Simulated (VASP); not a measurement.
# RbBr in VASP: further runs

The runs below take RbBr through single point, with PBE.

Everything below comes from runs of VASP 6.6.1. Logs are shortened: lines on timing, memory, paths and dates and some standing lists are left out, and cuts for length are marked.

### Step 1. The cell of the first run

The structure is orthorhombic, space group Pmm2 (No. 25). The conventional cell has a = 4.137 Å, b = 4.193 Å, c = 4.137 Å, α = 90.00°, β = 90.00°, γ = 90.00°. Within 4.3 Å of Rb (site symmetry mm2) lie 8 Br at 3.29 to 3.97 Å and 6 Rb at 4.14 to 4.19 Å. Br (site symmetry mm2) has 8 Rb at 3.29 to 3.97 Å and 6 Br at 4.14 to 4.19 Å within 4.3 Å.

### Step 2. Single point, PBE (atoms displaced along a vibrational mode, the cell strained)

File INCAR:

```
  ALGO = Normal
  EDIFF = 1E-7
  ENCUT = 520
  GGA = PE
  ISIF = 2
  ISMEAR = 0
  LASPH = T
  LCHARG = F
  LREAL = F
  LWAVE = F
  NBANDS = 15
  NELM = 100
  PREC = Accurate
  SIGMA = 0.05
```

File KPOINTS:

```
k-points
0
Gamma
  6 6 6
```

File POSCAR:

```
RbBr
1.0
    4.1371365051      0.0000000000      0.0000000000
    0.0000000000      4.1371365051      0.0000000000
    0.0000000000      0.0000000000      4.1929021031
Rb Br
1 1
Direct
   -0.0694336317      0.0000000000      0.0000000000
    0.5742683689      0.5000000000      0.5000000000
```

Potentials or basis: VASP PAW PBE potentials, release 64 (Rb_sv, Br).

Command:

```bash
> cat potpaw_PBE.64/Rb_sv/POTCAR potpaw_PBE.64/Br/POTCAR > POTCAR
> mpirun -np 1 vasp_std > vasp.out
```

OUTCAR:

```text
EDIFF = 1E-7
   ENCUT = 520
   GGA = PE
   ISIF = 2
   ISMEAR = 0
   LASPH = T
   LREAL = F
   NELM = 100
   PREC = Accurate

 ion  position               nearest neighbor table
   1  0.931  0.000  0.000-   2 3.29   2 3.29   2 3.29   2 3.29   2 3.97   2 3.97   2 3.97   2 3.97

   2  0.574  0.500  0.500-   1 3.29   1 3.29   1 3.29   1 3.29   1 3.97   1 3.97   1 3.97   1 3.97

  LATTYP: Found a simple tetragonal cell.
 ALAT       =     4.1371365051
 C/A-ratio  =     1.0134792744

  Lattice vectors:

 A1 = (   4.1371365051,   0.0000000000,   0.0000000000)
 A2 = (   0.0000000000,   4.1371365051,   0.0000000000)
 A3 = (   0.0000000000,   0.0000000000,   4.1929021031)

Analysis of symmetry for initial positions (statically):
=====================================================================
 Subroutine PRICEL returns:
 Original cell was already a primitive cell.

 Routine SETGRP: Setting up the symmetry group for a
 simple tetragonal supercell.

 Subroutine GETGRP returns: Found  4 space group operations
 (whereof  4 operations were pure point group operations)
 out of a pool of 16 trial point group operations.

The static configuration has the point symmetry C_2v.

Analysis of symmetry for dynamics (positions and initial velocities):
=====================================================================
 Subroutine PRICEL returns:
 Original cell was already a primitive cell.

 Routine SETGRP: Setting up the symmetry group for a
 simple tetragonal supercell.

 Subroutine GETGRP returns: Found  4 space group operations
 (whereof  4 operations were pure point group operations)
 out of a pool of 16 trial point group operations.

The dynamic configuration has the point symmetry C_2v.

 Subroutine INISYM returns: Found  4 space group operations
 (whereof  4 operations are pure point group operations),
 and found     1 'primitive' translations

----------------------------------------------------------------------------------------

                                     Primitive cell

  volume of cell :      71.7653

  direct lattice vectors                    reciprocal lattice vectors
     4.137136505  0.000000000  0.000000000     0.241713078  0.000000000  0.000000000
     0.000000000  4.137136505  0.000000000     0.000000000  0.241713078  0.000000000
     0.000000000  0.000000000  4.192902103     0.000000000  0.000000000  0.238498294

  length of vectors
     4.137136505  4.137136505  4.192902103     0.241713078  0.241713078  0.238498294

  position of ions in fractional coordinates (direct lattice)
     0.930566368  0.000000000  0.000000000
     0.574268369  0.500000000  0.500000000

  ion indices of the primitive-cell ions
   primitive index   ion index
                 1           1
                 2           2

----------------------------------------------------------------------------------------

 KPOINTS: k-points

Automatic generation of k-mesh.
 Grid dimensions read from file:
 generate k-points for:    6    6    6

 Generating k-lattice:

  Cartesian coordinates                     Fractional coordinates (reciprocal lattice)
     0.040285513  0.000000000  0.000000000     0.166666667  0.000000000  0.000000000
     0.000000000  0.040285513  0.000000000     0.000000000  0.166666667  0.000000000
     0.000000000  0.000000000  0.039749716     0.000000000  0.000000000  0.166666667

  Length of vectors
     0.040285513  0.040285513  0.039749716

  Shift w.r.t. Gamma in fractional coordinates (k-lattice)
     0.000000000  0.000000000  0.000000000

 Subroutine IBZKPT returns following result:
 ===========================================

 Found     64 irreducible k-points:

 Following reciprocal coordinates:
            Coordinates               Weight
  0.000000  0.000000  0.000000      1.000000
  0.166667  0.000000  0.000000      2.000000
  0.000000  0.166667  0.000000      2.000000
  0.333333  0.000000  0.000000      2.000000
  0.000000  0.333333  0.000000      2.000000
  0.500000  0.000000  0.000000      1.000000
[... 16 lines left out ...]
  0.000000  0.500000  0.166667      2.000000
  0.166667  0.166667  0.166667      8.000000
 [... further k-points ...]
   k-points           NKPTS =     64   k-points in BZ     NKDIM =     64   number of bands    NBANDS=     15
   number of dos      NEDOS =    301   number of ions     NIONS =      2
   total plane-waves  NPLWV =  32768
   dimension x,y,z NGX =    32 NGY =   32 NGZ =   32
   dimension x,y,z NGXF=    64 NGYF=   64 NGZF=   64
   ions per type =               1   1
   NGX,Y,Z   is equivalent  to a cutoff of  12.86, 12.86, 12.69 a.u.
   NGXF,Y,Z  is equivalent  to a cutoff of  25.72, 25.72, 25.38 a.u.
 SYSTEM =  unknown system
   PREC   = accura    normal or accurate (medium, high low for compatibility)
   ISTART =      0    job   : 0-new  1-cont  2-samecut
   ICHARG =      2    charge: 1-file 2-atom 10-const
   ISPIN  =      1    spin polarized calculation?
   LNONCOLLINEAR =      F non collinear calculations
   LSORBIT =      F    spin-orbit coupling
   LASPH  =      T    aspherical Exc in radial PAW
   ENCUT  =  520.0 eV  38.22 Ry    6.18 a.u.   7.69  7.69  7.80*2*pi/ulx,y,z
   NELM   =    100;   NELMIN=  2; NELMDL= -5     # of ELM steps
   EDIFF  = 0.1E-06   stopping-criterion for ELM
   LREAL  =      F    real-space projection
   EDIFFG = 0.1E-05   stopping-criterion for IOM
   NSW    =      0    number of steps for IOM
   IBRION =     -1    ionic relax: 0-MD 1-quasi-New 2-CG
   NFREE  =      0    steps in history (QN), initial steepest desc. (CG)
   ISIF   =      2    stress and relaxation
   ISYM   =      2    0-nonsym 1-usesym 2-fastsym
   POTIM  = 0.5000    time-step for ionic-motion
   TEBEG  =    0.0;   TEEND  =   0.0 temperature during run
   PSTRESS=    0.0 pullay stress
   NELECT =      16.0000    total number of electrons
   NUPDOWN=      -1.0000    fix difference up-down
   EMIN   =  10.00;   EMAX   =-10.00  energy-range for DOS
   EFERMI =   0.00;   METHOD = LEGACY
   ISMEAR =     0;   SIGMA  =   0.05  broadening in eV -4-tet -1-fermi 0-gaus
   EFERMI_NEDOS =   21; number of points for ismear=-14 and -15
   IALGO  =     38    algorithm
   IMIX   =      4    mixing-type and parameters
     AMIX     =   0.40;   BMIX     =  1.00
     AMIX_MAG =   1.60;   BMIX_MAG =  1.00
  volume/ion in A,a.u.               =      35.88       242.15
  Fermi-wavevector in a.u.,A,eV,Ry     =   0.992682  1.875896 13.407412  0.985417
  Thomas-Fermi vector in A             =   2.124511
   LORBIT       =      0    0 simple, 1 ext, 2 COOP (PROOUT), +10 PAW based schemes
   GGA     = PE    functional components
   LHFCALC =     F    Hartree Fock is set to
   AEXX    =    0.0000 exact exchange contribution
   IVDW    =     0    specifies the selected vdW correction
   LEPSILON=     F    determine dielectric tensor
   LRPA    =     F    only Hartree local field effects (RPA)
 non-spin polarized calculation
 Gauss-broadening in eV      SIGMA  =   0.05
  energy-cutoff  :      520.00
  volume of cell :       71.77
 maximum number of plane-waves:      1956
   NGX = 15   NGY = 15   NGZ = 15

 number of electron      16.0000001 magnetization

 Free energy of the ion-electron system (eV)
  ---------------------------------------------------
  ext. energy  EPLUGINS =         0.00000000
  ---------------------------------------------------
  free energy    TOTEN  =        -5.86875360 eV

  energy without entropy =       -5.86875360  energy(sigma->0) =       -5.86875360

 E-fermi :  -0.5271     XC(G=0):  -7.7836

 val. band max:       -0.8103952687   @ k =   0.0000   0.5000   0.5000
 cond. band min:       3.2417958725   @ k =   0.0000   0.0000   0.0000
 fundamental gap:      4.0521911412
 Fermi energy:        -0.5270626365

 k-point     1 :       0.0000    0.0000    0.0000
  band No.  band energies     occupation
      1     -25.8062      2.00000
      2     -13.4219      2.00000
      3      -9.8206      2.00000
      4      -9.8095      2.00000
      5      -9.7913      2.00000
      6      -1.0387      2.00000
      7      -1.0181      2.00000
      8      -0.9556      2.00000
      9       3.2418      0.00000
     10       4.7269      0.00000
     11       5.5495      0.00000
     12       8.8412      0.00000
     13       9.3891      0.00000
     14       9.4908      0.00000
     15      10.1874      0.00000

 k-point     2 :       0.1667    0.0000    0.0000
  band No.  band energies     occupation
      1     -25.8013      2.00000
      2     -13.4141      2.00000
      3      -9.8418      2.00000
      4      -9.8096      2.00000
      5      -9.7989      2.00000
      6      -1.4628      2.00000
      7      -1.0267      2.00000
      8      -0.9618      2.00000
      9       3.8556      0.00000
     10       4.9130      0.00000
     11       6.1044      0.00000
     12       8.9647      0.00000
     13       9.0513      0.00000
     14       9.1460      0.00000
     15      10.2920      0.00000

 k-point     3 :       0.0000    0.1667    0.0000
  band No.  band energies     occupation
      1     -25.8009      2.00000
      2     -13.4264      2.00000
      3      -9.8569      2.00000
      4      -9.8058      2.00000
      5      -9.7661      2.00000
      6      -1.4249      2.00000
      7      -1.0602      2.00000
      8      -0.9937      2.00000
      9       3.8474      0.00000
     10       5.2282      0.00000
     11       5.6339      0.00000
     12       8.7087      0.00000
     13       8.9204      0.00000
     14       9.5809      0.00000
     15      10.0348      0.00000
[... 343 lines left out ...]
 k-point    23 :       0.0000    0.5000    0.1667
  band No.  band energies     occupation
      1     -25.7808      2.00000
      2     -13.3978      2.00000
      3      -9.9369      2.00000
      4      -9.8544      2.00000
      5      -9.7851      2.00000
      6      -2.2772      2.00000
      7      -1.3737      2.00000
      8      -0.8348      2.00000
      9       5.4704      0.00000
     10       5.9145      0.00000
     11       7.1055      0.00000
     12       7.8761      0.00000
     13       8.9056      0.00000
     14       9.1785      0.00000
     15       9.8291      0.00000

 k-point    24 :       0.1667    0.1667    0.1667
  band No.  band energies     occupation
      1     -25.7917      2.00000
      2     -13.4010      2.00000
      3      -9.8869      2.00000
      4      -9.8802      2.00000
      5      -9.7542      2.00000
      6      -1.5358      2.00000
      7      -1.2706      2.00000
      8      -1.2523      2.00000
      9       4.7377      0.00000
     10       5.8245      0.00000
     11       6.1989      0.00000
     12       7.9674      0.00000
     13       8.3623      0.00000
     14       9.1687      0.00000
     15      10.6739      0.00000

 [... further k-points ...]

------------------------ aborting loop because EDIFF is reached ----------------------------------------

  FORCE on cell =-STRESS in cart. coord.  units (eV):
  Direction    XX          YY          ZZ          XY          YZ          ZX
  --------------------------------------------------------------------------------------
  -------------------------------------------------------------------------------------
  Total        0.6869020      1.0925491      0.9432903      0.0000000      0.0000000      0.0000000
  in kB       15.3352531     24.3914212     21.0591826      0.0000000      0.0000000      0.0000000
  external PRESSURE =      20.2619523 kB  Pullay stress =       0.0000000 kB

 VOLUME and BASIS-vectors are now :
 -----------------------------------------------------------------------------
  energy-cutoff  :      520.00
  volume of cell :       71.77
      direct lattice vectors                 reciprocal lattice vectors
     4.137136505  0.000000000  0.000000000     0.241713078  0.000000000  0.000000000
     0.000000000  4.137136505  0.000000000     0.000000000  0.241713078  0.000000000
     0.000000000  0.000000000  4.192902103     0.000000000  0.000000000  0.238498294

 POSITION                                       TOTAL-FORCE (eV/Angst)
 -----------------------------------------------------------------------------------
      3.84988      0.00000      0.00000         0.458414      0.000000      0.000000
      2.37583      2.06857      2.09645        -0.458414      0.000000      0.000000
 -----------------------------------------------------------------------------------
    total drift:                               -0.000006      0.000000     -0.000001

  FREE ENERGIE OF THE ION-ELECTRON SYSTEM (eV)
  ---------------------------------------------------
  free  energy   TOTEN  =        -5.8687536034 eV

  energy  without entropy=       -5.8687536034  energy(sigma->0) =       -5.86875360
```

It took 35 s on 1 thread of Intel Xeon Platinum 8375C at 2.90GHz (Ice Lake), shared host; peak memory 0.22 GiB.

Results:

| Property | Result |
| --- | --- |
| Free energy | -5.8688 eV |
| Pressure | 2.0 GPa |
| Largest force | 0.458 eV/Å |
| Band gap on the k mesh | 4.05 eV (least direct gap 4.20 eV) |

Forces on the atoms (eV/Å):
```
Rb   0.458  0.000  0.000
Br  -0.458  0.000  0.000
```

Stress tensor (GPa, compression positive):
```
1.53 0.00 0.00
0.00 2.44 0.00
0.00 0.00 2.11
```

Caveat: the cell differs from its parent crystal (atoms displaced along a vibrational mode, the cell strained). A k mesh can miss the band edges.

### Step 3. Single point, PBE (atoms displaced along a vibrational mode)

File INCAR:

```
SYSTEM = RbBr
PREC     = Accurate       ! precision mode
ENCUT    = 520            ! plane-wave cutoff, eV
EDIFF    = 1E-6           ! SCF threshold, eV
ISMEAR   = 0              ! smearing method
SIGMA    = 0.05           ! smearing width, eV
LREAL    = .False.        ! projectors in reciprocal space
LASPH    = .True.         ! aspherical terms in the spheres
NELM     = 60             ! most SCF steps
ALGO     = Normal         ! electronic algorithm
ISIF     = 2              ! what is computed and relaxed
LWAVE    = .False.        ! write WAVECAR
LCHARG   = .False.        ! write CHGCAR
GGA      = PE             ! functional
NBANDS   = 15             ! bands
```

File KPOINTS:

```
regular mesh
0
Gamma
  6 6 6
  0 0 0
```

File POSCAR:

```
RbBr
1.0
    4.1929021031      0.0000000000      0.0000000000
    0.0000000000      4.1929021031      0.0000000000
    0.0000000000      0.0000000000      4.1929021031
Rb Br
1 1
Direct
   -0.1157227195      0.0000000000      0.0000000000
    0.6237806148      0.5000000000      0.5000000000
```

Potentials or basis: VASP PAW PBE potentials, release 64 (Rb_sv, Br).

Command:

```bash
> cat potpaw_PBE.64/Rb_sv/POTCAR potpaw_PBE.64/Br/POTCAR > POTCAR
> mpirun -np 1 vasp_std > vasp.out
```

It took 26 s on 1 thread of Intel Xeon Platinum 8488C (Sapphire Rapids), shared host; peak memory 0.19 GiB.

It converged, with:

```yaml
Free_energy: -5.6704 eV
Pressure: 3.8 GPa
Largest_force: 0.676 eV/Å
Band_gap_on_the_k_mesh: 3.94 eV (least direct gap 4.16 eV)
```

Forces in eV/Å, atoms in the order of the input:
```
Rb   0.676  0.000  0.000
Br  -0.676  0.000  0.000
```

Stress tensor (GPa, compression positive):
```
1.91 0.00 0.00
0.00 4.80 0.00
0.00 0.00 4.80
```

Levels at points of the mesh, in eV from the valence-band top:
```
           k point  band 4  band 5  band 6  band 7  band 8  band 9  band 10  band 11  band 12  band 13
(0.00, 0.00, 0.00)   -8.96   -8.93   -0.35   -0.22   -0.22    3.94     5.42     7.40     9.26     9.75
(0.50, 0.00, 0.00)   -8.92   -8.92   -1.50   -0.21   -0.21    6.17     7.14     7.77     8.75     8.75
(0.00, 0.50, 0.00)   -8.88   -8.87   -1.61   -0.56   -0.04    5.96     6.39     7.87     7.98    10.01
(0.50, 0.50, 0.00)   -8.93   -8.85   -1.20   -1.03   -0.41    5.67     6.44     8.21     8.86     9.93
(0.00, 0.50, 0.50)   -9.28   -8.93   -0.87   -0.87   -0.08    5.67     7.36     8.25     8.25    10.66
(0.50, 0.50, 0.50)   -9.22   -9.19   -1.13   -0.96   -0.96    6.59     6.59     8.65    10.06    11.19
```

Caveat: the cell differs from its parent crystal (atoms displaced along a vibrational mode); the cell stands under pressure.

[end of part 1 of 2]
